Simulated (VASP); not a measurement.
Here is a VASP 6.6.1 calculation.

Contents of POSCAR:

```
Pb
1.0
    0.0000000000      2.4914113386      2.4914113386
    2.4914113386      0.0000000000      2.4914113386
    2.4914113386      2.4914113386      0.0000000000
Pb
1
Direct
    0.0000000000      0.0000000000      0.0000000000
```

INCAR.step1

```
  PREC = Accurate
  ENCUT = 520
  EDIFF = 1E-5
  ISMEAR = -1
  SIGMA = 0.05
  LREAL = False
  LASPH = True
  NELM = 100
  ALGO = Normal
  ISIF = 2
  LWAVE = True
  LCHARG = False
  NBANDS = 13
  GGA = PE
```

INCAR.step2

```
  PREC = Accurate
  ENCUT = 520
  EDIFF = 1E-7
  ISMEAR = -1
  SIGMA = 0.05
  LREAL = False
  LASPH = True
  NELM = 100
  ALGO = Normal
  ISIF = 2
  LWAVE = False
  LCHARG = False
  GGA = PS
  LHFCALC = True
  AEXX = 0.25
  HFSCREEN = 0.207
  PRECFOCK = Normal
  NBANDS = 13
  ISTART = 1
```

Contents of KPOINTS:

```
regular mesh
0
Gamma
  5 5 5
```

Potentials or basis: VASP PAW PBE potentials, release 64 (Pb_d).

Run with:

```sh
$ cat potpaw_PBE.64/Pb_d/POTCAR > POTCAR
$ cp INCAR.step1 INCAR
$ mpirun -np 1 vasp_std > vasp.out
$ cp INCAR.step2 INCAR
$ mpirun -np 1 vasp_std > vasp.out
```

What does it give for the band gap on the k mesh?

Zero (bands 7 and 8 overlap by 8.66 eV).

What does it give for the pressure?

-2.3 GPa.

Caveat: the k points lie up to 0.44 Å⁻¹ apart, too coarse for converged energies and pressures of a metal; the PAW data sets were made with another functional, which shifts forces and pressure a little; spin-orbit coupling is left out, which moves the levels of the heavy elements.
